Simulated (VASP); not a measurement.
Here is a VASP 6.6.1 calculation.

INCAR

```
SYSTEM = Rh
ALGO = Normal
EDIFF = 1E-6
ENCUT = 520
GGA = PS
ISIF = 2
ISMEAR = -1
LASPH = .TRUE.
LCHARG = .FALSE.
LREAL = .FALSE.
LWAVE = .FALSE.
NBANDS = 38
NELM = 60
PREC = Accurate
SIGMA = 0.1
```

The input KPOINTS:

```
k-points
0
G
  10 10 3
  0 0 0
```

Contents of POSCAR:

```
Rh
1.0
    2.6430145186      0.0000000000      0.0000000000
   -1.3215072593      2.2889177143      0.0000000000
    0.0000000000      0.0000000000      8.6387939319
Rh
4
Direct
    0.0000000000      0.0000000000      0.0000000000
    0.3333333333      0.6666666667      0.2500000000
    0.0000000000      0.0000000000      0.5000000000
    0.6666666667      0.3333333333      0.7500000000
```

Potentials or basis: VASP PAW PBE potentials, release 64 (Rh_pv).

Launch:

```bash
$ cat potpaw_PBE.64/Rh_pv/POTCAR > POTCAR
$ mpirun -np 1 vasp_std > vasp.out
```

Q: What does it give for the pressure?

A: 11.3 GPa.

Q: What does it give for the band gap on the k mesh?

A: Zero (band 30 reaches 13.66 eV, above the bottom of band 31 at 11.63 eV).

Stress tensor (GPa, compression positive):
```
11.12  0.00  0.00
 0.00 11.12  0.00
 0.00  0.00 11.53
```

Caveat: the PAW data sets were made with another functional, which shifts forces and pressure a little.
